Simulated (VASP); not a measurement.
# Na (Im-3m) in VASP: a series of runs

Na is run at these levels: PBE; tasks: single point.

All numbers are computed with VASP 6.6.1; they aren't measurements. Logs are shortened: lines on timing, memory, paths and dates and some standing lists are left out, and cuts for length are marked.

## (1) The cell of the first run

Symmetry: Im-3m, No. 229, cubic system. The conventional cell has a = 4.112 Å, b = 4.112 Å, c = 4.112 Å, α = 90.00°, β = 90.00°, γ = 90.00°. Na (site symmetry m-3m) has 14 Na at 3.56 to 4.11 Å within 4.7 Å.

## (2) Single point, PBE

The input, INCAR:

```
ALGO = Normal ; EDIFF = 1E-6
ENCUT = 520 ; GGA = PE
ISIF = 2 ; ISMEAR = -1
LASPH = T ; LCHARG = F
LREAL = F ; LWAVE = F
NBANDS = 10 ; NELM = 100
PREC = Accurate ; SIGMA = 0.06122561905347299
```

The input, KPOINTS:

```
k-points
0
Gamma
  19 19 19
```

The input, POSCAR:

```
Na
1.0
   -2.0562431711      2.0562431711      2.0562431711
    2.0562431711     -2.0562431711      2.0562431711
    2.0562431711      2.0562431711     -2.0562431711
Na
1
Direct
    0.0000000000      0.0000000000      0.0000000000
```

Potentials or basis: VASP PAW PBE potentials, release 64 (Na_pv).

Command:

```
$ cat potpaw_PBE.64/Na_pv/POTCAR > POTCAR
$ mpirun -np 1 vasp_std > vasp.out
```

OUTCAR:

```text
EDIFF = 1E-6
   ENCUT = 520
   GGA = PE
   ISIF = 2
   ISMEAR = -1
   LASPH = T
   LREAL = F
   NELM = 100
   PREC = Accurate

 ion  position               nearest neighbor table
   1  0.000  0.000  0.000-

  LATTYP: Found a body centered cubic cell.
 ALAT       =     4.1124863422

  Lattice vectors:

 A1 = (  -2.0562431711,   2.0562431711,   2.0562431711)
 A2 = (   2.0562431711,  -2.0562431711,   2.0562431711)
 A3 = (   2.0562431711,   2.0562431711,  -2.0562431711)

Analysis of symmetry for initial positions (statically):
=====================================================================
 Subroutine PRICEL returns:
 Original cell was already a primitive cell.

 Routine SETGRP: Setting up the symmetry group for a
 body centered cubic supercell.

 Subroutine GETGRP returns: Found 48 space group operations
 (whereof 48 operations were pure point group operations)
 out of a pool of 48 trial point group operations.

The static configuration has the point symmetry O_h .

Analysis of symmetry for dynamics (positions and initial velocities):
=====================================================================
 Subroutine PRICEL returns:
 Original cell was already a primitive cell.

 Routine SETGRP: Setting up the symmetry group for a
 body centered cubic supercell.

 Subroutine GETGRP returns: Found 48 space group operations
 (whereof 48 operations were pure point group operations)
 out of a pool of 48 trial point group operations.

The dynamic configuration has the point symmetry O_h .

 Subroutine INISYM returns: Found 48 space group operations
 (whereof 48 operations are pure point group operations),
 and found     1 'primitive' translations

----------------------------------------------------------------------------------------

                                     Primitive cell

  volume of cell :      34.7763

  direct lattice vectors                    reciprocal lattice vectors
    -2.056243171  2.056243171  2.056243171     0.000000000  0.243161902  0.243161902
     2.056243171 -2.056243171  2.056243171     0.243161902  0.000000000  0.243161902
     2.056243171  2.056243171 -2.056243171     0.243161902  0.243161902  0.000000000

  length of vectors
     3.561517645  3.561517645  3.561517645     0.343882859  0.343882859  0.343882859

  position of ions in fractional coordinates (direct lattice)
     0.000000000  0.000000000  0.000000000

[... 77 lines left out ...]
   EDIFFG = 0.1E-04   stopping-criterion for IOM
   NSW    =      0    number of steps for IOM
   IBRION =     -1    ionic relax: 0-MD 1-quasi-New 2-CG
   NFREE  =      0    steps in history (QN), initial steepest desc. (CG)
   ISIF   =      2    stress and relaxation
   ISYM   =      2    0-nonsym 1-usesym 2-fastsym
   POTIM  = 0.5000    time-step for ionic-motion
   TEBEG  =    0.0;   TEEND  =   0.0 temperature during run
   PSTRESS=    0.0 pullay stress
   NELECT =       7.0000    total number of electrons
   NUPDOWN=      -1.0000    fix difference up-down
   EMIN   =  10.00;   EMAX   =-10.00  energy-range for DOS
   EFERMI =   0.00;   METHOD = LEGACY
   ISMEAR =    -1;   SIGMA  =   0.06  broadening in eV -4-tet -1-fermi 0-gaus
   EFERMI_NEDOS =   21; number of points for ismear=-14 and -15
   IALGO  =     38    algorithm
   IMIX   =      4    mixing-type and parameters
     AMIX     =   0.40;   BMIX     =  1.00
     AMIX_MAG =   1.60;   BMIX_MAG =  1.00
  volume/ion in A,a.u.               =      34.78       234.68
  Fermi-wavevector in a.u.,A,eV,Ry     =   0.959429  1.813059 12.524229  0.920505
  Thomas-Fermi vector in A             =   2.088625
   LORBIT       =      0    0 simple, 1 ext, 2 COOP (PROOUT), +10 PAW based schemes
   GGA     = PE    functional components
   LHFCALC =     F    Hartree Fock is set to
   AEXX    =    0.0000 exact exchange contribution
   IVDW    =     0    specifies the selected vdW correction
   LEPSILON=     F    determine dielectric tensor
   LRPA    =     F    only Hartree local field effects (RPA)
 non-spin polarized calculation
  energy-cutoff  :      520.00
  volume of cell :       34.78
 maximum number of plane-waves:       959
   NGX = 13   NGY = 13   NGZ = 13

 number of electron       6.9999989 magnetization

 Free energy of the ion-electron system (eV)
  ---------------------------------------------------
  ext. energy  EPLUGINS =         0.00000000
  ---------------------------------------------------
  free energy    TOTEN  =        -1.31022429 eV

  energy without entropy =       -1.30459046  energy(sigma->0) =       -1.30740737

 E-fermi :   0.5260     XC(G=0):  -6.6712

 val. band max:        0.5081602579   @ k =  -0.3684   0.4211   0.1579
 cond. band min:       0.5529843147   @ k =  -0.3684   0.4737   0.0526
 fundamental gap:      0.0448240568
 Fermi energy:         0.5260041593

 k-point     1 :       0.0000    0.0000    0.0000
  band No.  band energies     occupation
      1     -24.3353      2.00000
      2     -24.3353      2.00000
      3     -24.3353      2.00000
      4      -2.8960      2.00000
      5      12.6728      0.00000
      6      12.6729      0.00000
      7      12.6729      0.00000
      8      13.7107      0.00000
      9      13.7107      0.00000
     10      14.2956      0.00000
[... 287 lines left out ...]
 k-point    24 :       0.3158    0.1053   -0.0000
  band No.  band energies     occupation
      1     -24.3723      2.00000
      2     -24.3487      2.00000
      3     -24.3370      2.00000
      4      -0.3078      2.00000
      5       4.2095      0.00000
      6       7.6998      0.00000
      7       9.7970      0.00000
      8      11.3363      0.00000
      9      13.2800      0.00000
     10      15.1309      0.00000

 [... further k-points ...]

------------------------ aborting loop because EDIFF is reached ----------------------------------------

  FORCE on cell =-STRESS in cart. coord.  units (eV):
  Direction    XX          YY          ZZ          XY          YZ          ZX
  --------------------------------------------------------------------------------------
  -------------------------------------------------------------------------------------
  Total        0.1079939      0.1079939      0.1079939      0.0000000      0.0000000     -0.0000000
  in kB        4.9753825      4.9753825      4.9753825      0.0000000      0.0000000     -0.0000000
  external PRESSURE =       4.9753825 kB  Pullay stress =       0.0000000 kB

 VOLUME and BASIS-vectors are now :
 -----------------------------------------------------------------------------
  energy-cutoff  :      520.00
  volume of cell :       34.78
      direct lattice vectors                 reciprocal lattice vectors
    -2.056243171  2.056243171  2.056243171     0.000000000  0.243161902  0.243161902
     2.056243171 -2.056243171  2.056243171     0.243161902  0.000000000  0.243161902
     2.056243171  2.056243171 -2.056243171     0.243161902  0.243161902  0.000000000

 POSITION                                       TOTAL-FORCE (eV/Angst)
 -----------------------------------------------------------------------------------
      0.00000      0.00000      0.00000         0.000000      0.000000      0.000000
 -----------------------------------------------------------------------------------
    total drift:                               -0.000000     -0.000000     -0.000000

  FREE ENERGIE OF THE ION-ELECTRON SYSTEM (eV)
  ---------------------------------------------------
  free  energy   TOTEN  =        -1.3102242861 eV

  energy  without entropy=       -1.3045904606  energy(sigma->0) =       -1.30740737
```

OSZICAR:

```text
N       E                     dE             d eps       ncg     rms          rms(c)
DAV:   1     0.282336827767E+02    0.28234E+02   -0.38197E+03  4422   0.598E+02
DAV:   2    -0.684168887527E+00   -0.28918E+02   -0.28738E+02  4528   0.152E+02
DAV:   3    -0.130631754974E+01   -0.62215E+00   -0.62160E+00  5372   0.239E+01
DAV:   4    -0.131108794318E+01   -0.47704E-02   -0.47701E-02  5246   0.204E+00
DAV:   5    -0.131114963140E+01   -0.61688E-04   -0.61688E-04  5050   0.225E-01    0.210E-01
DAV:   6    -0.131060705661E+01    0.54257E-03   -0.49275E-04  5196   0.264E-01    0.140E-01
DAV:   7    -0.131023011965E+01    0.37694E-03   -0.98870E-04  4972   0.316E-01    0.164E-02
DAV:   8    -0.131022418163E+01    0.59380E-05   -0.44066E-05  5362   0.110E-01    0.216E-03
DAV:   9    -0.131022428606E+01   -0.10443E-06   -0.19450E-07  3160   0.437E-03
   1 F= -.13102243E+01 E0= -.13074074E+01  d E =-.563383E-02
```

It took 18 s on 1 thread of Intel Xeon 6975P-C (Granite Rapids), shared host; peak memory 0.19 GiB.

Results:

```yaml
Free_energy: -1.3102 eV
Pressure: 0.5 GPa
Band_gap_on_the_k_mesh: zero (an odd number of electrons rules out a gap without spin polarisation)
```

Levels at points of the mesh, in eV from the Fermi level:
| k point | band 2 | band 3 | band 4 | band 5 | band 6 | band 7 |
| --- | --- | --- | --- | --- | --- | --- |
| (0.00, 0.00, 0.00) | -24.86 | -24.86 | -3.42 | 12.15 | 12.15 | 12.15 |

## (3) Single point, PBE

This run uses another cell than the first one, of 35.52 Å³/atom.

The input, INCAR:

```
SYSTEM = Na
ALGO = Normal
EDIFF = 1E-7
ENCUT = 520
GGA = PE
ISIF = 2
ISMEAR = -1
LASPH = .TRUE.
LCHARG = .FALSE.
LREAL = .FALSE.
LWAVE = .FALSE.
NBANDS = 10
NELM = 80
PREC = Accurate
SIGMA = 0.06122561905347299
```

The input, KPOINTS:

```
k-points
0
G
  19 19 19
  0 0 0
```

The input, POSCAR:

```
Na
1.0
   -2.0707242339      2.0707242339      2.0707242339
    2.0707242339     -2.0707242339      2.0707242339
    2.0707242339      2.0707242339     -2.0707242339
Na
1
Direct
    0.0000000000      0.0000000000      0.0000000000
```

Potentials or basis: VASP PAW PBE potentials, release 64 (Na_pv).

Command:

```
$ cat potpaw_PBE.64/Na_pv/POTCAR > POTCAR
$ mpirun -np 1 vasp_std > vasp.out
```

Run time: 20 s. Hardware: 1 thread of Intel Xeon 6975P-C (Granite Rapids), shared host; peak memory 0.19 GiB.

Results (log left out):

| Quantity | Value |
| --- | --- |
| Free energy | -1.3123 eV |
| Pressure | 0.3 GPa |
| Band gap on the k mesh | zero (an odd number of electrons rules out a gap without spin polarisation) |

Levels at points of the mesh, in eV from the Fermi level:
```tsv
k point	band 1	band 2	band 3	band 4	band 5	band 6	band 7	band 8
(0.00, 0.00, 0.00)	-24.88	-24.88	-24.88	-3.38	12.01	12.01	12.01	13.03
```

## (4) Single point, PBE

This run uses another cell than the first one, of 35.52 Å³/atom.

The input, INCAR:

```
PREC = Accurate
ENCUT = 520
EDIFF = 1E-6
ISMEAR = -1
SIGMA = 0.06122561905347299
LREAL = F
LASPH = T
NELM = 80
ALGO = Normal
ISIF = 2
LWAVE = F
LCHARG = F
GGA = PE
NBANDS = 10
```

The input, KPOINTS:

```
Automatic mesh
0
Gamma
  19 19 19
```

POSCAR is that of step 3.

Command:

```
$ cat potpaw_PBE.64/Na_pv/POTCAR > POTCAR
$ mpirun -np 1 vasp_std > vasp.out
```

Wall time 19 s (1 thread of Intel Xeon 6975P-C (Granite Rapids), shared host); peak memory 0.19 GiB.

It converged, with:

| Property | Result |
| --- | --- |
| Free energy | -1.3123 eV |
| Pressure | 0.3 GPa |
| Band gap on the k mesh | zero (an odd number of electrons rules out a gap without spin polarisation) |

Levels at points of the mesh, in eV from the Fermi level:
```
           k point  band 2  band 3  band 4  band 5  band 6  band 7
(0.00, 0.00, 0.00)  -24.88  -24.88   -3.38   12.01   12.01   12.01
```

## (5) Single point, PBE

This run uses another cell than the first one, of 36.26 Å³/atom.

The input, INCAR:

```
ALGO = Normal
EDIFF = 1E-7
ENCUT = 520
GGA = PE
ISIF = 2
ISMEAR = -1
LASPH = True
LCHARG = False
LREAL = False
LWAVE = False
NBANDS = 10
NELM = 100
PREC = Accurate
SIGMA = 0.06122561905347299
```

The input, KPOINTS:

```
k-points
0
Gamma
  19 19 19
```

The input, POSCAR:

```
Na
1.0
   -2.0850055420      2.0850055420      2.0850055420
    2.0850055420     -2.0850055420      2.0850055420
    2.0850055420      2.0850055420     -2.0850055420
Na
1
Direct
    0.0000000000      0.0000000000      0.0000000000
```

Command:

```
$ cat potpaw_PBE.64/Na_pv/POTCAR > POTCAR
$ mpirun -np 1 vasp_std > vasp.out
```

Wall time 20 s (1 thread of Intel Xeon 6975P-C (Granite Rapids), shared host); peak memory 0.19 GiB.

The run converged. Its results:

```yaml
Free_energy: -1.3134 eV
Pressure: 0.2 GPa
Band_gap_on_the_k_mesh: zero (an odd number of electrons rules out a gap without spin polarisation)
```

Levels at points of the mesh, in eV from the Fermi level:
| k point | band 2 | band 3 | band 4 | band 5 | band 6 | band 7 |
| --- | --- | --- | --- | --- | --- | --- |
| (0.00, 0.00, 0.00) | -24.89 | -24.89 | -3.33 | 11.87 | 11.87 | 11.87 |

## (6) Overview

| cell | gap on the mesh (eV) | pressure (GPa) |
| --- | --- | --- |
| a = 3.562 Å, angles 109.5°, 1 atom | none | 0.5 |
| a = 3.587 Å, angles 109.5°, 1 atom | none | 0.3 |
| a = 3.611 Å, angles 109.5°, 1 atom | none | 0.2 |

Alike in all rows: task single point; level PBE; potentials or basis VASP PAW PBE potentials, release 64 (Na_pv); no spin polarisation; k mesh 19 × 19 × 19; cutoff (eV) 520; smearing fermi-dirac 0.0612256 eV.

Absolute energies hang on the potentials; compare differences alone.

The gap in the log of VASP goes by the Fermi energy; the results here count the filled bands.